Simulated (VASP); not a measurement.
# KCaF3: relaxation of cell and atoms with LDA

Crystal: KCaF3.

```
CELL_PARAMETERS angstrom
4.48173 0.00000 0.00000
0.00000 4.48173 0.00000
0.00000 0.00000 4.48173
ATOMIC_POSITIONS crystal
K 0.50000 0.50000 0.50000
Ca 0.00000 0.00000 0.00000
F 0.00000 0.50000 0.00000
F 0.00000 0.00000 0.50000
F 0.50000 0.00000 0.00000
```

- Program: VASP 6.6.1
- Task: relaxation of cell and atoms
- Functional: LDA
- Potentials or basis: VASP PAW LDA potentials, release 64 (K_sv, Ca_sv, F)
- Cutoff: 600 eV
- k mesh: 6 × 6 × 6
- Occupations: fermi-dirac, width 0.02 eV
- Spin: no spin polarisation
- Dipole correction: no
- Further INCAR settings: ALGO = Normal; EDIFF = 1e-07; IBRION = 2; EDIFFG = -0.02; NSW = 60; ISIF = 3

```yaml
Relaxed_volume: 16.21 Å³/atom
Relaxed_cell: a = 4.328 Å, b = 4.328 Å, c = 4.328 Å, α = 90.00°, β = 90.00°, γ = 90.00°
Space_group_after_relaxing_to_0.1_Å: Pm-3m (No. 221)
Energy_gained_by_relaxing: 32.3 meV/atom
Ionic_steps: 3
Pressure_after_relaxing: -0.1 GPa
Band_gap_on_the_k_mesh: 6.27 eV (least direct gap 6.37 eV)
```

Step by step:
```
step  energy change (eV)  largest force (eV/Å)  pressure (GPa)  volume (Å³)
   1              0.0000                0.0000           -5.18        90.02
   2             -0.1553                0.0000           -1.21        82.64
   3             -0.1617                0.0000           -0.05        81.06
```

Final structure:
```cif
data_structure
_symmetry_space_group_name_H-M 'P 1'
_symmetry_Int_Tables_number 1
_cell_length_a 4.3278
_cell_length_b 4.3278
_cell_length_c 4.3278
_cell_angle_alpha 90.000
_cell_angle_beta 90.000
_cell_angle_gamma 90.000
_cell_volume 81.06
loop_
_atom_site_label
_atom_site_type_symbol
_atom_site_fract_x
_atom_site_fract_y
_atom_site_fract_z
_atom_site_occupancy
K1 K 0.50000 0.50000 0.50000 1
Ca1 Ca 0.00000 0.00000 0.00000 1
F1 F 0.00000 0.50000 0.00000 1
F2 F 0.00000 0.00000 0.50000 1
F3 F 0.50000 0.00000 0.00000 1
```

Levels at points of the mesh, in eV from the valence-band top:
```tsv
k point	band 18	band 19	band 20	band 21	band 22	band 23
(0.00, 0.00, 0.00)	-0.10	-0.10	-0.10	6.27	9.03	9.03
(0.50, 0.00, 0.00)	-0.62	-0.17	-0.17	8.43	9.21	9.50
(0.50, 0.50, 0.00)	-0.66	-0.33	-0.01	9.52	9.77	9.78
(0.50, 0.50, 0.50)	0.00	0.00	0.00	9.86	9.86	9.86
```

It took 63 s on 1 thread of AMD EPYC 9R45 96-Core Processor (Zen 5), on a shared host, peak memory 0.19 GiB.

A k mesh can miss the band edges.
